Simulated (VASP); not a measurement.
# BaTe (Pm-3m) in VASP: a series of runs

The runs below take BaTe through single point, with PBE-based screened hybrid with 50 % exact exchange, HSE06.

Everything below comes from runs of VASP 6.6.1. Logs are shortened: lines on timing, memory, paths and dates and some standing lists are left out, and cuts for length are marked.

## 1. The cell of the first run

It takes space group Pm-3m (No. 221, cubic). Conventional cell: a = 4.245 Å, b = 4.245 Å, c = 4.245 Å, α = 90.00°, β = 90.00°, γ = 90.00°. Ba (site symmetry m-3m) has 8 Te at 3.68 Å and 6 Ba at 4.24 Å within 4.8 Å. Te (site symmetry m-3m) has 8 Ba at 3.68 Å and 6 Te at 4.24 Å within 4.8 Å.

## 2. Single point, PBE-based screened hybrid with 50 % exact exchange

The input, POSCAR:

```
BaTe
1.0
    4.2448181598      0.0000000000      0.0000000000
    0.0000000000      4.2448181598      0.0000000000
    0.0000000000      0.0000000000      4.2448181598
Ba Te
1 1
Direct
    0.0000000000      0.0000000000      0.0000000000
    0.5000000000      0.5000000000      0.5000000000
```

The input, INCAR.step1:

```
PREC = Accurate
ENCUT = 520
EDIFF = 1E-5
ISMEAR = 0
SIGMA = 0.01
LREAL = False
LASPH = True
NELM = 100
ALGO = Normal
ISIF = 2
LWAVE = True
LCHARG = False
NBANDS = 15
GGA = PE
```

The input, INCAR.step2:

```
PREC = Accurate
ENCUT = 520
EDIFF = 1E-6
ISMEAR = 0
SIGMA = 0.01
LREAL = False
LASPH = True
NELM = 100
ALGO = Normal
ISIF = 2
LWAVE = False
LCHARG = False
GGA = PE
LHFCALC = True
AEXX = 0.5
HFSCREEN = 0.3
PRECFOCK = Normal
NBANDS = 15
ISTART = 1
```

The input, KPOINTS:

```
Automatic mesh
0
Gamma
  4 4 4
```

Potentials or basis: VASP PAW PBE potentials, release 64 (Ba_sv, Te).

Started as:

```bash
> cat potpaw_PBE.64/Ba_sv/POTCAR potpaw_PBE.64/Te/POTCAR > POTCAR
> cp INCAR.step1 INCAR
> mpirun -np 1 vasp_std > vasp.out
> cp INCAR.step2 INCAR
> mpirun -np 1 vasp_std > vasp.out
```

OUTCAR:

```text
PREC = Accurate
   ENCUT = 520
   EDIFF = 1E-6
   ISMEAR = 0
   LREAL = False
   LASPH = True
   NELM = 100
   ISIF = 2
   GGA = PE
   LHFCALC = True
   AEXX = 0.5
   HFSCREEN = 0.3
   PRECFOCK = Normal
   ISTART = 1

 ion  position               nearest neighbor table
   1  0.000  0.000  0.000-   2 3.68   2 3.68   2 3.68   2 3.68   2 3.68   2 3.68   2 3.68   2 3.68

   2  0.500  0.500  0.500-   1 3.68   1 3.68   1 3.68   1 3.68   1 3.68   1 3.68   1 3.68   1 3.68

  LATTYP: Found a simple cubic cell.
 ALAT       =     4.2448181598

  Lattice vectors:

 A1 = (   4.2448181598,   0.0000000000,   0.0000000000)
 A2 = (   0.0000000000,   4.2448181598,   0.0000000000)
 A3 = (   0.0000000000,   0.0000000000,   4.2448181598)

Analysis of symmetry for initial positions (statically):
=====================================================================
 Subroutine PRICEL returns:
 Original cell was already a primitive cell.

 Routine SETGRP: Setting up the symmetry group for a
 simple cubic supercell.

 Subroutine GETGRP returns: Found 48 space group operations
 (whereof 48 operations were pure point group operations)
 out of a pool of 48 trial point group operations.

The static configuration has the point symmetry O_h .

Analysis of symmetry for dynamics (positions and initial velocities):
=====================================================================
 Subroutine PRICEL returns:
 Original cell was already a primitive cell.

 Routine SETGRP: Setting up the symmetry group for a
 simple cubic supercell.

 Subroutine GETGRP returns: Found 48 space group operations
 (whereof 48 operations were pure point group operations)
 out of a pool of 48 trial point group operations.

The dynamic configuration has the point symmetry O_h .

 Subroutine INISYM returns: Found 48 space group operations
 (whereof 48 operations are pure point group operations),
 and found     1 'primitive' translations

----------------------------------------------------------------------------------------

                                     Primitive cell

  volume of cell :      76.4852

  direct lattice vectors                    reciprocal lattice vectors
     4.244818160  0.000000000  0.000000000     0.235581352  0.000000000  0.000000000
     0.000000000  4.244818160  0.000000000     0.000000000  0.235581352  0.000000000
     0.000000000  0.000000000  4.244818160     0.000000000  0.000000000  0.235581352

  length of vectors
     4.244818160  4.244818160  4.244818160     0.235581352  0.235581352  0.235581352

  position of ions in fractional coordinates (direct lattice)
     0.000000000  0.000000000  0.000000000
     0.500000000  0.500000000  0.500000000

  ion indices of the primitive-cell ions
   primitive index   ion index
                 1           1
                 2           2

----------------------------------------------------------------------------------------

 KPOINTS: Automatic mesh

Automatic generation of k-mesh.
 Grid dimensions read from file:
 generate k-points for:    4    4    4

 Generating k-lattice:

  Cartesian coordinates                     Fractional coordinates (reciprocal lattice)
     0.058895338  0.000000000  0.000000000     0.250000000  0.000000000  0.000000000
     0.000000000  0.058895338  0.000000000     0.000000000  0.250000000  0.000000000
     0.000000000  0.000000000  0.058895338     0.000000000  0.000000000  0.250000000

  Length of vectors
     0.058895338  0.058895338  0.058895338

  Shift w.r.t. Gamma in fractional coordinates (k-lattice)
     0.000000000  0.000000000  0.000000000

 Subroutine IBZKPT returns following result:
 ===========================================

 Found     10 irreducible k-points:

 Following reciprocal coordinates:
            Coordinates               Weight
  0.000000  0.000000  0.000000      1.000000
  0.250000  0.000000  0.000000      6.000000
  0.500000  0.000000  0.000000      3.000000
  0.250000  0.250000  0.000000     12.000000
  0.500000  0.250000  0.000000     12.000000
  0.500000  0.500000  0.000000      3.000000
  0.250000  0.250000  0.250000      8.000000
  0.500000  0.250000  0.250000     12.000000
  0.500000  0.500000  0.250000      6.000000
  0.500000  0.500000  0.500000      1.000000
   k-points           NKPTS =     10   k-points in BZ     NKDIM =     64   number of bands    NBANDS=     15
   number of dos      NEDOS =    301   number of ions     NIONS =      2
   total plane-waves  NPLWV =  32768
   dimension x,y,z NGX =    32 NGY =   32 NGZ =   32
   dimension x,y,z NGXF=    64 NGYF=   64 NGZF=   64
   ions per type =               1   1
   NGX,Y,Z   is equivalent  to a cutoff of  12.53, 12.53, 12.53 a.u.
   NGXF,Y,Z  is equivalent  to a cutoff of  25.07, 25.07, 25.07 a.u.
 SYSTEM =  unknown system
   PREC   = accura    normal or accurate (medium, high low for compatibility)
   ISTART =      1    job   : 0-new  1-cont  2-samecut
   ICHARG =      0    charge: 1-file 2-atom 10-const
   ISPIN  =      1    spin polarized calculation?
   LNONCOLLINEAR =      F non collinear calculations
   LSORBIT =      F    spin-orbit coupling
   LASPH  =      T    aspherical Exc in radial PAW
   ENCUT  =  520.0 eV  38.22 Ry    6.18 a.u.   7.89  7.89  7.89*2*pi/ulx,y,z
   NELM   =    100;   NELMIN=  2; NELMDL=  0     # of ELM steps
   EDIFF  = 0.1E-05   stopping-criterion for ELM
   LREAL  =      F    real-space projection
   EDIFFG = 0.1E-04   stopping-criterion for IOM
   NSW    =      0    number of steps for IOM
   IBRION =     -1    ionic relax: 0-MD 1-quasi-New 2-CG
   NFREE  =      0    steps in history (QN), initial steepest desc. (CG)
   ISIF   =      2    stress and relaxation
   ISYM   =      3    0-nonsym 1-usesym 2-fastsym
   POTIM  = 0.5000    time-step for ionic-motion
   TEBEG  =    0.0;   TEEND  =   0.0 temperature during run
   PSTRESS=    0.0 pullay stress
   NELECT =      16.0000    total number of electrons
   NUPDOWN=      -1.0000    fix difference up-down
   EMIN   =  10.00;   EMAX   =-10.00  energy-range for DOS
   EFERMI =   0.00;   METHOD = LEGACY
   ISMEAR =     0;   SIGMA  =   0.01  broadening in eV -4-tet -1-fermi 0-gaus
   EFERMI_NEDOS =   21; number of points for ismear=-14 and -15
   IALGO  =     38    algorithm
   IMIX   =      1    mixing-type and parameters
     AMIX     =   0.40;   BMIX     =  1.00
     AMIX_MAG =   1.60;   BMIX_MAG =  1.00
  volume/ion in A,a.u.               =      38.24       258.07
  Fermi-wavevector in a.u.,A,eV,Ry     =   0.971827  1.836487 12.849998  0.944448
  Thomas-Fermi vector in A             =   2.102076
   LORBIT       =      0    0 simple, 1 ext, 2 COOP (PROOUT), +10 PAW based schemes
   GGA     = PE    functional components
   LHFCALC =     T    Hartree Fock is set to
   PRECFOCK=normal    Normal, Fast or Accurate (Low or Medium for compatibility)
   ENCUT4O =  -1.0   cutoff for four orbital integrals eV
   NKREDX  =     1    reduce k-point grid by
   NKREDY  =     1    reduce k-point grid by
   NKREDZ  =     1    reduce k-point grid by
   AEXX    =    0.5000 exact exchange contribution
   HFSCREEN=    0.3000 screening length (either q_TF or 0.3 A-1)
   HFSCREENC=   0.3000 screening length for correlation (either q_TF or 0.3 A-1)
   ENCUTFOCK=  -1.0 apply spherical cutoff to Coloumb kernel
   IVDW    =     0    specifies the selected vdW correction
   LEPSILON=     F    determine dielectric tensor
   LRPA    =     F    only Hartree local field effects (RPA)
 non-spin polarized calculation
 Gauss-broadening in eV      SIGMA  =   0.01
  energy-cutoff  :      520.00
  volume of cell :       76.49
 maximum number of plane-waves:      2103
 NGX is ok and might be reduce to    32
  NGX = 24; NGY = 24; NGZ = 24

 number of electron      15.9999999 magnetization

 Free energy of the ion-electron system (eV)
  ---------------------------------------------------
  ext. energy  EPLUGINS =         0.00000000
  ---------------------------------------------------
  free energy    TOTEN  =       -10.42246334 eV

  energy without entropy =      -10.42246334  energy(sigma->0) =      -10.42246334

 E-fermi :   3.3140     XC(G=0):  -6.2102

 val. band max:        3.1754472662   @ k =   0.5000   0.5000   0.0000
 cond. band min:       5.0187626586   @ k =   0.0000   0.0000   0.0000
 fundamental gap:      1.8433153925
 Fermi energy:         3.3140046226

 k-point     1 :       0.0000    0.0000    0.0000
  band No.  band energies     occupation
      1     -28.6736      2.00000
      2     -11.6487      2.00000
      3     -11.6487      2.00000
      4     -11.6487      2.00000
      5      -8.8786      2.00000
      6       2.7336      2.00000
      7       2.7336      2.00000
      8       2.7336      2.00000
      9       5.0188      0.00000
     10       5.0188      0.00000
     11       6.7052      0.00000
     12       9.2555      0.00000
     13       9.2555      0.00000
     14       9.2555      0.00000
     15      13.2488      0.00000

 k-point     2 :       0.2500    0.0000    0.0000
  band No.  band energies     occupation
      1     -28.6569      2.00000
      2     -12.0309      2.00000
      3     -11.6159      2.00000
      4     -11.6159      2.00000
      5      -8.3769      2.00000
      6       0.6571      2.00000
      7       2.4910      2.00000
      8       2.4910      2.00000
      9       5.4259      0.00000
     10       6.7329      0.00000
     11       8.6264      0.00000
     12       9.4933      0.00000
     13       9.5302      0.00000
     14       9.5302      0.00000
     15      10.7306      0.00000

 k-point     3 :       0.5000    0.0000    0.0000
  band No.  band energies     occupation
      1     -28.6401      2.00000
      2     -12.3451      2.00000
      3     -11.5827      2.00000
      4     -11.5827      2.00000
      5      -7.8864      2.00000
      6      -0.6663      2.00000
      7       2.2519      2.00000
      8       2.2519      2.00000
      9       6.0379      0.00000
     10       9.1487      0.00000
     11       9.3281      0.00000
     12       9.7266      0.00000
     13       9.7786      0.00000
     14      10.3608      0.00000
     15      10.3608      0.00000

 k-point     4 :       0.2500    0.2500    0.0000
  band No.  band energies     occupation
      1     -28.6407      2.00000
      2     -12.0026      2.00000
      3     -11.8509      2.00000
      4     -11.5889      2.00000
      5      -8.1867      2.00000
      6       0.6439      2.00000
      7       1.4101      2.00000
      8       2.5781      2.00000
      9       6.1625      0.00000
     10       7.4676      0.00000
     11       7.8193      0.00000
     12       8.1251      0.00000
     13      10.0007      0.00000
     14      10.9618      0.00000
     15      11.8103      0.00000
[... 55 lines left out ...]
 k-point     8 :       0.5000    0.2500    0.2500
  band No.  band energies     occupation
      1     -28.6094      2.00000
      2     -12.0990      2.00000
      3     -11.8027      2.00000
      4     -11.7593      2.00000
      5      -7.9792      2.00000
      6       0.1678      2.00000
      7       0.8201      2.00000
      8       1.7834      2.00000
      9       6.8969      0.00000
     10       7.1110      0.00000
     11       7.5070      0.00000
     12      10.4410      0.00000
     13      10.6753      0.00000
     14      11.2108      0.00000
     15      11.9849      0.00000

 k-point     9 :       0.5000    0.5000    0.2500
  band No.  band energies     occupation
      1     -28.5944      2.00000
      2     -11.9888      2.00000
      3     -11.9888      2.00000
      4     -11.7393      2.00000
      5      -7.9449      2.00000
      6       0.2891      2.00000
      7       0.2891      2.00000
      8       1.1444      2.00000
      9       6.6352      0.00000
     10       8.0933      0.00000
     11       8.0933      0.00000
     12       9.4835      0.00000
     13      11.3048      0.00000
     14      11.8904      0.00000
     15      12.4245      0.00000

 k-point    10 :       0.5000    0.5000    0.5000
  band No.  band energies     occupation
      1     -28.5801      2.00000
      2     -11.9291      2.00000
      3     -11.9291      2.00000
      4     -11.9291      2.00000
      5      -7.6846      2.00000
      6      -0.1376      2.00000
      7      -0.1376      2.00000
      8      -0.1376      2.00000
      9       9.1422      0.00000
     10       9.1422      0.00000
     11       9.1422      0.00000
     12      11.2631      0.00000
     13      11.2631      0.00000
     14      11.2638      0.00000
     15      11.4000      0.00000

------------------------ aborting loop because EDIFF is reached ----------------------------------------

  FORCE on cell =-STRESS in cart. coord.  units (eV):
  Direction    XX          YY          ZZ          XY          YZ          ZX
  --------------------------------------------------------------------------------------
  -------------------------------------------------------------------------------------
  Total       -0.2286571     -0.2286571     -0.2286571     -0.0000000      0.0000000     -0.0000000
  in kB       -4.7898062     -4.7898062     -4.7898062     -0.0000000      0.0000000     -0.0000000
  external PRESSURE =      -4.7898062 kB  Pullay stress =       0.0000000 kB

 VOLUME and BASIS-vectors are now :
 -----------------------------------------------------------------------------
  energy-cutoff  :      520.00
  volume of cell :       76.49
      direct lattice vectors                 reciprocal lattice vectors
     4.244818160  0.000000000  0.000000000     0.235581352  0.000000000  0.000000000
     0.000000000  4.244818160  0.000000000     0.000000000  0.235581352  0.000000000
     0.000000000  0.000000000  4.244818160     0.000000000  0.000000000  0.235581352

 POSITION                                       TOTAL-FORCE (eV/Angst)
 -----------------------------------------------------------------------------------
      0.00000      0.00000      0.00000         0.000000      0.000000      0.000000
      2.12241      2.12241      2.12241         0.000000      0.000000      0.000000
 -----------------------------------------------------------------------------------
    total drift:                                0.000000      0.000000      0.000000

  FREE ENERGIE OF THE ION-ELECTRON SYSTEM (eV)
  ---------------------------------------------------
  free  energy   TOTEN  =       -10.4224633435 eV

  energy  without entropy=      -10.4224633435  energy(sigma->0) =      -10.42246334
```

It took 7.5 min on 1 thread of Intel Xeon Platinum 8259CL at 2.50GHz (Skylake/Cascade Lake), shared host; peak memory 0.29 GiB.

Results:

| Property | Result |
| --- | --- |
| Free energy | -10.4225 eV |
| Pressure | -0.5 GPa |
| Band gap on the k mesh | 1.84 eV (least direct gap 2.06 eV) |

Caveat: the PAW data sets were made with another functional, which shifts forces and pressure a little; spin-orbit coupling is left out, which moves the levels of the heavy elements. A k mesh can miss the band edges.

## 3. Single point, HSE06

POSCAR is that of step 2.

The input, INCAR.step1:

```
ALGO = Normal ; EDIFF = 1E-5
ENCUT = 520 ; GGA = PE
ISIF = 2 ; ISMEAR = 0
LASPH = T ; LREAL = F
LWAVE = T ; NBANDS = 15
NELM = 80 ; PREC = Accurate
SIGMA = 0.01
```

The input, INCAR.step2:

```
ALGO = Normal ; EDIFF = 1E-6
ENCUT = 520 ; GGA = PE
HFSCREEN = 0.2079 ; ISIF = 2
ISMEAR = 0 ; ISTART = 1
LASPH = T ; LCHARG = T
LELF = T ; LHFCALC = T
LREAL = F ; LVHAR = T
LWAVE = F ; NBANDS = 15
NELM = 80 ; PREC = Accurate
PRECFOCK = Normal ; SIGMA = 0.01
```

The input, KPOINTS:

```
k-points
0
Gamma
  4 4 4
```

Potentials or basis: VASP PAW PBE potentials, release 64 (Ba_sv, Te).

Started as:

```bash
> cat potpaw_PBE.64/Ba_sv/POTCAR potpaw_PBE.64/Te/POTCAR > POTCAR
> cp INCAR.step1 INCAR
> mpirun -np 1 vasp_std > vasp.out
> cp INCAR.step2 INCAR
> mpirun -np 1 vasp_std > vasp.out
```

Wall time 5.9 min (1 thread of Intel Xeon Platinum 8259CL at 2.50GHz (Skylake/Cascade Lake), shared host); peak memory 0.3 GiB.

It converged, with:

```yaml
Free_energy: -9.4259 eV
Pressure: 0.0 GPa
Band_gap_on_the_k_mesh: 1.44 eV (least direct gap 1.65 eV)
```

Levels at points of the mesh, in eV from the valence-band top:
```csv
k point,band 5,band 6,band 7,band 8,band 9,band 10,band 11,band 12
"(0.00, 0.00, 0.00)",-11.35,-0.43,-0.43,-0.43,1.44,1.44,3.13,5.48
"(0.50, 0.00, 0.00)",-10.45,-3.72,-0.93,-0.93,2.38,5.54,5.75,5.95
"(0.50, 0.50, 0.00)",-10.70,-2.29,-2.29,0.00,1.65,3.27,3.69,3.69
"(0.50, 0.50, 0.50)",-10.26,-3.20,-3.20,-3.20,5.52,5.52,5.52,7.41
```

Caveat: the PAW data sets were made with another functional, which shifts forces and pressure a little; spin-orbit coupling is left out, which moves the levels of the heavy elements. A k mesh can miss the band edges.
